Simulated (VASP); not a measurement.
A run of VASP 6.6.1 is set up as follows.

File INCAR:

```
  ALGO = Fast
  EDIFF = 1E-6
  ENCUT = 520
  GGA = PS
  ISIF = 2
  ISMEAR = 0
  LASPH = T
  LCHARG = F
  LREAL = F
  LWAVE = F
  NBANDS = 18
  NELM = 100
  PREC = Accurate
  SIGMA = 0.15
```

File KPOINTS:

```
k-points
0
Gamma
  22 22 20
```

Contents of POSCAR:

```
Cu
1.0
    1.2720661042     -3.9835492860      0.0000000000
    1.2720661042      3.9835492860      0.0000000000
    0.0000000000      0.0000000000      2.4825657866
Cu
2
Direct
    0.1338543804      0.8661456196      0.2500000000
    0.8661456196      0.1338543804      0.7500000000
```

Potentials or basis: VASP PAW PBE potentials, release 64 (Cu).

Command:

```sh
$ cat potpaw_PBE.64/Cu/POTCAR > POTCAR
$ mpirun -np 1 vasp_std > vasp.out
```

(1) Predict the pressure.

(2) Estimate the largest force.

Results:

(1) -6.1 GPa.

(2) 0.165 eV/Å.

Caveat: the stress differs along the axes, from -11 to -3 GPa; the PAW data sets were made with another functional, which shifts forces and pressure a little.
